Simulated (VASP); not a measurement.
Here is a VASP 6.6.1 calculation.

The input INCAR:

```
PREC = Accurate ; ENCUT = 520
EDIFF = 1E-6 ; ISMEAR = -1
SIGMA = 0.08 ; LREAL = F
LASPH = T ; NELM = 60
ALGO = Normal ; ISIF = 2
LWAVE = F ; LCHARG = T
GGA = PS ; LELF = T
LVHAR = T ; NBANDS = 10
```

The input KPOINTS:

```
regular mesh
0
Gamma
  15 15 8
```

The input POSCAR:

```
Li
1.0
    3.1110021516      0.0000000000      0.0000000000
   -1.5555010758      2.6942068945      0.0000000000
    0.0000000000      0.0000000000      5.0930000000
Li
2
Direct
    0.3333333333      0.6666666667      0.2500000000
    0.6666666667      0.3333333333      0.7500000000
```

Potentials or basis: VASP PAW PBE potentials, release 64 (Li_sv).

Launch:

```console
$ cat potpaw_PBE.64/Li_sv/POTCAR > POTCAR
$ mpirun -np 1 vasp_std > vasp.out
```

(1) Estimate the band gap on the k mesh.

## Answers

(1) zero (band 3 reaches 2.60 eV, above the bottom of band 4 at -1.91 eV).
